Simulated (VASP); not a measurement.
Rb: single point with PBE

The system is Rb.

```xyz
1
Lattice="-2.7089 2.7089 2.5853 2.7089 -2.7089 2.5853 3.0634 3.0634 -2.5853" Properties=species:S:1:pos:R:3 pbc="T T T"
Rb    0.0000    0.0000    0.0000
```

This cell differs from its parent crystal: strained.

| Property | Result |
| --- | --- |
| Program | VASP 6.6.1 |
| Task | single point |
| Functional | PBE |
| Potentials or basis | VASP PAW PBE potentials, release 64 (Rb_sv) |
| Cutoff | 520 eV |
| k mesh | 10 × 10 × 10 |
| Occupations | gaussian, width 0.1 eV |
| Spin | no spin polarisation |

* Pressure: 0.2 GPa

Stress tensor (GPa, compression positive):
```
 0.17 -0.30  0.00
-0.30  0.17  0.00
 0.00  0.00  0.31
```

Levels at points of the mesh, in eV from the Fermi level:
| k point | band 1 | band 2 | band 3 | band 4 | band 5 | band 6 | band 7 | band 8 |
| --- | --- | --- | --- | --- | --- | --- | --- | --- |
| (0.00, 0.00, 0.00) | -28.90 | -12.94 | -12.93 | -12.92 | -2.06 | 3.13 | 3.67 | 4.26 |
| (0.50, 0.00, 0.00) | -28.89 | -13.07 | -12.97 | -12.94 | 0.30 | 0.93 | 2.36 | 4.46 |
| (0.50, 0.50, 0.00) | -28.89 | -13.08 | -12.98 | -12.93 | 0.31 | 0.95 | 3.04 | 3.76 |
| (0.00, 0.00, 0.50) | -28.90 | -13.03 | -12.95 | -12.92 | -0.16 | 0.40 | 2.99 | 4.45 |
| (0.50, 0.50, 0.50) | -28.89 | -13.07 | -13.00 | -12.99 | 1.10 | 1.31 | 3.05 | 3.12 |

Wall time 79 s on 1 thread of Intel(R) Xeon(R) Platinum 8375C CPU @ 2.90GHz (Ice Lake), with other jobs on the host, peak memory 0.31 GiB.

Caveat: the cell differs from its parent crystal (strained).
